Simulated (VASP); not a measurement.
# Ta (Im-3m) in VASP: notebook, part 2 of 2

VASP 6.6.1. The steps go on from the part before.

## Step 3: Single point, BLYP, non-collinear spin, zero start, spin-orbit coupling

INCAR

```
SYSTEM = Ta
AGGAC = 1.0
AGGAX = 1.0
ALDAC = 0.0
ALDAX = 1.0
ALGO = Normal
EDIFF = 1E-6
ENCUT = 500
GGA = B5
GGA_COMPAT = .False.
ISIF = 2
ISMEAR = -1
LASPH = .True.
LCHARG = .True.
LMAXMIX = 4
LORBIT = 11
LORBMOM = .True.
LREAL = .False.
LSORBIT = .True.
LVHAR = .True.
LWAVE = .False.
MAGMOM = 0 0 0
NBANDS = 24
NELM = 200
PREC = Accurate
SIGMA = 0.1
```

KPOINTS

```
k-points
0
Gamma
  11 11 11
  0 0 0
```

POSCAR

```
Ta
1.0
   -1.6512800000      1.6512800000      1.6512800000
    1.6512800000     -1.6512800000      1.6512800000
    1.6512800000      1.6512800000     -1.6512800000
Ta
1
Direct
    0.0000000000      0.0000000000      0.0000000000
```

Potentials or basis: VASP PAW PBE potentials, release 64 (Ta_sv_GW).

Started as:

```console
$ cat potpaw_PBE.64/Ta_sv_GW/POTCAR > POTCAR
$ mpirun -np 1 vasp_ncl > vasp.out
```

Wall time 42 s (1 thread of Intel Xeon Platinum 8488C (Sapphire Rapids), shared host); peak memory 0.22 GiB.

The run converged. Its results:

| Quantity | Value |
| --- | --- |
| Free energy | -14.2113 eV |
| Pressure | 8.6 GPa |
| Net moment | 0.00 μB per cell |
| Valence electrons inside the program's atomic spheres | Ta 12.63 |

Moments on the atoms (μB; x, y, z):
```
Ta  0.00 0.00 0.00
```

Caveat: the PAW data sets were made with another functional, which shifts forces and pressure a little.

## Step 4: Single point, PBEsol

INCAR

```
SYSTEM = Ta
PREC = Accurate
ENCUT = 520
EDIFF = 1E-6
ISMEAR = -1
SIGMA = 0.05
LREAL = .FALSE.
LASPH = .TRUE.
NELM = 60
ALGO = Normal
ISIF = 2
LWAVE = .FALSE.
LCHARG = .FALSE.
GGA = PS
NBANDS = 12
```

KPOINTS

```
regular mesh
0
G
  13 13 13
  0 0 0
```

POSCAR is that of step 3.

Potentials or basis: VASP PAW PBE potentials, release 64 (Ta_pv).

Started as:

```console
$ cat potpaw_PBE.64/Ta_pv/POTCAR > POTCAR
$ mpirun -np 1 vasp_std > vasp.out
```

Run time: 12 s. Hardware: 1 thread of Intel Xeon 8259CL, shared host; peak memory 0.15 GiB.

Results (log left out):

```yaml
Free_energy: -12.5519 eV
Pressure: -3.1 GPa
```

Levels at points of the mesh, in eV from the Fermi level:
```csv
k point,band 2,band 3,band 4,band 5,band 6,band 7,band 8,band 9
"(0.00, 0.00, 0.00)",-33.00,-33.00,-7.90,0.75,0.75,0.75,4.02,4.02
```

Caveat: the PAW data sets were made with another functional, which shifts forces and pressure a little; spin-orbit coupling is left out, which moves the levels of the heavy elements.

## Step 5: Single point, PBEsol

INCAR

```
SYSTEM = Ta
ALGO = Normal ; EDIFF = 1E-7
ENCUT = 520 ; GGA = PS
ISIF = 2 ; ISMEAR = -1
LASPH = .TRUE. ; LCHARG = .FALSE.
LREAL = .FALSE. ; LWAVE = .FALSE.
NBANDS = 12 ; NELM = 100
PREC = Accurate ; SIGMA = 0.05
```

KPOINTS

```
k-points
0
G
  16 16 16
  0 0 0
```

POSCAR is that of step 4.

Started as:

```console
$ cat potpaw_PBE.64/Ta_pv/POTCAR > POTCAR
$ mpirun -np 1 vasp_std > vasp.out
```

Run time: 22 s. Hardware: 1 thread of Intel Xeon 8259CL, shared host; peak memory 0.16 GiB.

The run converged. Its results:

```yaml
Free_energy: -12.5498 eV
Pressure: -3.5 GPa
```

Levels at points of the mesh, in eV from the Fermi level:
```
           k point  band 3  band 4  band 5  band 6  band 7  band 8
(0.00, 0.00, 0.00)  -33.01   -7.91    0.74    0.74    0.74    4.01
(0.50, 0.00, 0.00)  -33.02   -4.37   -1.54    1.63    3.89    4.91
(0.50, 0.50, 0.50)  -33.83   -3.79   -3.79    6.86    6.86    6.86
```

Caveat: the PAW data sets were made with another functional, which shifts forces and pressure a little; spin-orbit coupling is left out, which moves the levels of the heavy elements.

## Step 6: Single point, HSE06, non-collinear spin, zero start, spin-orbit coupling

POSCAR is that of step 5.

INCAR.step1

```
PREC = Accurate
ENCUT = 520
EDIFF = 1E-5
ISMEAR = -1
SIGMA = 0.05
LREAL = F
LASPH = T
NELM = 150
ALGO = Normal
ISIF = 2
LWAVE = T
LNONCOLLINEAR = T
MAGMOM = 0 0 0
LORBIT = 11
LSORBIT = T
GGA_COMPAT = F
LORBMOM = T
LMAXMIX = 4
NBANDS = 22
GGA = PE
```

INCAR.step2

```
PREC = Accurate
ENCUT = 520
EDIFF = 1E-7
ISMEAR = -1
SIGMA = 0.05
LREAL = F
LASPH = T
NELM = 150
ALGO = Normal
ISIF = 2
LWAVE = F
LCHARG = T
LNONCOLLINEAR = T
MAGMOM = 0 0 0
LORBIT = 11
LSORBIT = T
GGA_COMPAT = F
LORBMOM = T
LMAXMIX = 4
GGA = PE
LHFCALC = T
HFSCREEN = 0.2079
PRECFOCK = Normal
LVHAR = T
NBANDS = 22
ISTART = 1
```

KPOINTS

```
Automatic mesh
0
Gamma
  5 5 5
```

Potentials or basis: VASP PAW PBE potentials, release 64 (Ta_pv).

Started as:

```console
$ cat potpaw_PBE.64/Ta_pv/POTCAR > POTCAR
$ cp INCAR.step1 INCAR
$ mpirun -np 1 vasp_ncl > vasp.out
$ cp INCAR.step2 INCAR
$ mpirun -np 1 vasp_ncl > vasp.out
```

It took 17 min on 1 thread of Intel Xeon Platinum 8259CL at 2.50GHz (Skylake/Cascade Lake), shared host; peak memory 0.29 GiB.

The run converged. Its results:

```
Free energy                                           : -14.1339 eV
Pressure                                              : 2.5 GPa
Net moment                                            : 0.00 μB per cell
Valence electrons inside the program's atomic spheres : Ta 8.91
```

Moments on the atoms (μB; x, y, z):
```
Ta  0.00 0.00 0.00
```

Caveat: the k points lie up to 0.54 Å⁻¹ apart; the PAW data sets were made with another functional, which shifts forces and pressure a little.

## Step 7: Overview

```csv
task,level,potentials or basis,spin,cell,k mesh,cutoff (eV),smearing,second run,grid for exact exchange (PRECFOCK),screening parameter,gap on the mesh (eV),pressure (GPa),moment (μB)
relaxation of cell and atoms,LDA,"VASP PAW LDA potentials, release 64 (Ta_sv_GW)",off,relaxed,11 × 11 × 11,500,fermi-dirac 0.05 eV,valence_matched,-,-,none,-0.1,-
single point,BLYP,"VASP PAW PBE potentials, release 64 (Ta_sv_GW)","non-collinear, zero start, SOC",as given,11 × 11 × 11,500,fermi-dirac 0.1 eV,valence_matched,-,-,-,8.6,0.00
single point,PBEsol,"VASP PAW PBE potentials, release 64 (Ta_pv)",off,as given,13 × 13 × 13,520,fermi-dirac 0.05 eV,-,-,-,none,-3.1,-
single point,PBEsol,"VASP PAW PBE potentials, release 64 (Ta_pv)",off,as given,16 × 16 × 16,520,fermi-dirac 0.05 eV,-,-,-,none,-3.5,-
single point,HSE06,"VASP PAW PBE potentials, release 64 (Ta_pv)","non-collinear, zero start, SOC",as given,5 × 5 × 5,520,fermi-dirac 0.05 eV,-,Normal,0.2079 1/Å,-,2.5,0.00
```

Caveats: some runs use coarse meshes; the PAW data sets were made with another functional, which shifts forces and pressure a little (some runs); spin-orbit coupling is left out, which moves the levels of the heavy elements (some runs).

Total energies depend on the potentials used, so only differences within one code and one set of settings carry meaning.
